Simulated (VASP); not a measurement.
Runs of VASP 6.6.1 on SrCl2. The structure is that of space group Fm-3m (No. 225), or close to it. The cells are those of the table. 

```csv
level,cell,gap on the mesh (eV),pressure (GPa)
r2SCAN,"a = 4.946 Å, angles 60.0°, 3 atoms",5.94,0.0
PBE,"a = 4.946 Å, angles 60.0°, 3 atoms",(a),(b)
PBE,"a = 5.075 Å, angles 60.0°, 3 atoms",5.02,-1.6
r2SCAN,"a = 4.845 Å, angles 60.0°, 3 atoms",5.95,2.7
r2SCAN,"a = 4.995 Å, angles 60.0°, 3 atoms",(c),-1.0
PBE,"a = 4.927 Å, angles 60.0°, 3 atoms",5.35,1.2
PBE,"a = 4.977 Å, angles 60.0°, 3 atoms",5.24,0.1
PBE,"a = 5.026 Å, angles 60.0°, 3 atoms",5.12,-0.8
r2SCAN,"a = 4.896 Å, angles 60.0°, 3 atoms",5.98,1.3
PBE,"a = 4.875 Å, angles 60.0°, 3 atoms",5.48,2.5
r2SCAN,"a = 5.043 Å, angles 60.0°, 3 atoms",5.72,-1.9
```

Alike in all rows: task single point; potentials or basis VASP PAW PBE potentials, release 64 (Sr_sv, Cl); no spin polarisation; k mesh 6 × 6 × 6; cutoff (eV) 520; smearing gaussian 0.01 eV.

Problem. Estimate the missing entries.

Solution. (a) 5.31; (b) 0.8; (c) 5.83.

Caveats: the PAW data sets were made with another functional, which shifts forces and pressure a little (at least some runs).

A k mesh can miss the band edges, and the runs leave out spin-orbit coupling on Sr.
